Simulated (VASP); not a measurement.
Here is a VASP 6.6.1 calculation.

The input INCAR:

```
SYSTEM = CsH
PREC = Accurate
ENCUT = 520
EDIFF = 1E-6
ISMEAR = 0
SIGMA = 0.02
LREAL = .False.
LASPH = .True.
NELM = 80
ALGO = Normal
ISIF = 2
LWAVE = .False.
LCHARG = .False.
NBANDS = 12
```

The input KPOINTS:

```
regular mesh
0
Gamma
  8 8 8
  0 0 0
```

File POSCAR:

```
CsH
1.0
    0.0000000000      3.0202967477      3.0202967477
    3.0202967477      0.0000000000      3.0202967477
    3.0202967477      3.0202967477      0.0000000000
Cs H
1 1
Direct
    0.0000000000      0.0000000000      0.0000000000
    0.5000000000      0.5000000000      0.5000000000
```

Potentials or basis: VASP PAW LDA potentials, release 64 (Cs_sv, H).

Command:

```console
$ cat potpaw_LDA.64/Cs_sv/POTCAR potpaw_LDA.64/H/POTCAR > POTCAR
$ mpirun -np 1 vasp_std > vasp.out
```

Question: What does it give for the band gap on the k mesh?

Answer: 1.67 eV, direct.

Question: Estimate the pressure.

Answer: 0.4 GPa.

Caveat: spin-orbit coupling is left out, which moves the levels of the heavy elements. A k mesh can miss the band edges.
